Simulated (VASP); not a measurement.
Wanted: the native input for a VASP 6.6.1 run.

```yaml
Task: single point
Functional: PBEsol
Potentials_or_basis: VASP PAW PBE potentials, release 64 (Ir)
Cutoff: 520 eV
k_mesh: 14 × 14 × 8
Occupations: methfessel-paxton, width 0.1 eV
Spin: no spin polarisation
Dipole_correction: no
Further_INCAR_settings: ALGO = Normal; EDIFF = 1e-06; NBANDS = 16
```

The structure of Ir lies in POSCAR:

```
Ir
1.0
    2.7513780000      0.0000000000      0.0000000000
   -1.3756890000      2.3827630000      0.0000000000
    0.0000000000      0.0000000000      4.4622900000
Ir
2
Direct
    0.6666666667      0.3333333333      0.7500000000
    0.3333333333      0.6666666667      0.2500000000
```

These files were run (other wordings do the same):

INCAR

```
SYSTEM = Ir
ALGO = Normal
EDIFF = 1E-6
ENCUT = 520
GGA = PS
ISIF = 2
ISMEAR = 1
LASPH = .True.
LCHARG = .True.
LELF = .True.
LREAL = .False.
LVHAR = .True.
LWAVE = .False.
NBANDS = 16
NELM = 100
PREC = Accurate
SIGMA = 0.1
```

KPOINTS

```
k-points
0
Gamma
  14 14 8
  0 0 0
```

Potentials or basis: VASP PAW PBE potentials, release 64 (Ir).

Command:

```sh
$ cat potpaw_PBE.64/Ir/POTCAR > POTCAR
$ mpirun -np 1 vasp_std > vasp.out
```

It gave:

```json
{
 "Pressure": "-11.8 GPa",
 "Band gap on the k mesh": "zero (band 9 reaches 10.71 eV, above the bottom of band 10 at 7.53 eV)"
}
```

Caveat: the PAW data sets were made with another functional, which shifts forces and pressure a little; spin-orbit coupling is left out, which moves the levels of the heavy elements.

It took 95 s on 1 thread of AMD EPYC 7R13, with other jobs on the host, peak memory 0.15 GiB.
